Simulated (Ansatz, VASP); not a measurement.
# One calculation of MnO, two programs

```
Mn O
1.0
     0.00000    2.22200    2.22200
     2.22200    0.00000    2.22200
     4.44400    4.44400    0.00000
Mn O
2 2
Cartesian
  0.0000 0.0000 0.0000
  2.2220 2.2220 0.0000
  2.2220 2.2220 2.2220
  4.4440 4.4440 2.2220
```

Alike in both runs: task single point; functional PBE; k mesh 12 × 12 × 6; occupations gaussian, width 0.05 eV; collinear spin; Hubbard terms Mn d U = 3.9 eV.

|  | VASP | Ansatz |
| --- | --- | --- |
| version | VASP 6.6.1 | Ansatz 0.2.0 |
| potentials or method | VASP PAW PBE potentials, release 64 (Mn_sv, O), cutoff 600 eV | scalar-relativistic, plane waves, PAW |
| valence electrons in the cell | 42 | 42 |

|  | VASP | Ansatz | Ansatz less VASP |
| --- | --- | --- | --- |
| gap on the k mesh at the Fermi level (eV) | 1.73 | 1.76 | +0.032 |
| least direct gap on the mesh (eV) | 2.33 | 2.39 | +0.060 |
| pressure (GPa) | 2.5 | 6.9 | +4.41 |
| net moment per atom (μB) | 0.00 | 0.00 | 0.000 |
| size of the moment on the site where the two differ most (μB) | 4.45 | 4.23 | -0.212 |

Site moments also hang on the region over which each program counts them. The programs project onto different local orbitals, so the same U acts differently, and such runs can settle in different states. Ansatz's warnings: stability check not made.
